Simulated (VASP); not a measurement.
A run of VASP 6.6.1 is set up as follows.

The input INCAR:

```
SYSTEM = Al3BAs4
  PREC = Accurate
  ENCUT = 520
  EDIFF = 1E-6
  ISMEAR = 0
  SIGMA = 0.02
  LREAL = .FALSE.
  LASPH = .TRUE.
  NELM = 100
  ALGO = Normal
  ISIF = 2
  LWAVE = .FALSE.
  LCHARG = .TRUE.
  GGA = PE
  LELF = .TRUE.
  LVHAR = .TRUE.
  NBANDS = 26
```

KPOINTS

```
Automatic mesh
0
G
  8 4 6
  0 0 0
```

POSCAR

```
Al3BAs4
1.0
    3.8599556485      0.0000000000      0.0000000000
    0.0000000000      7.7969284455      0.0000000000
    0.0000000000      0.0000000000      5.5555658434
Al B As
3 1 4
Direct
    0.0000000000      0.0000000000      0.9961528627
    0.5000000000      0.7315550999      0.5015037437
    0.5000000000      0.2684449001      0.5015037437
    0.0000000000      0.5000000000      0.0107554496
    0.0000000000      0.2773455843      0.2293802248
    0.0000000000      0.7226544157      0.2293802248
    0.5000000000      0.0000000000      0.7275961436
    0.5000000000      0.5000000000      0.8037276071
```

Potentials or basis: VASP PAW PBE potentials, release 64 (Al, B, As).

The run is started by

```bash
$ cat potpaw_PBE.64/Al/POTCAR potpaw_PBE.64/B/POTCAR potpaw_PBE.64/As/POTCAR > POTCAR
$ mpirun -np 1 vasp_std > vasp.out
```

Question: Predict the pressure.

Answer: 0.2 GPa.

Question: Predict the band gap on the k mesh.

Answer: 0.86 eV.

Question: Predict the largest force.

Answer: 0.023 eV/Å.

Forces in eV/Å, atoms in the order of the input:
```
Al   0.000  0.000  0.007
Al   0.000 -0.003  0.000
Al   0.000  0.003  0.000
B    0.000  0.000 -0.023
As   0.000 -0.017  0.010
As   0.000  0.017  0.010
As   0.000  0.000 -0.004
As   0.000  0.000 -0.002
```

A k mesh can miss the band edges.
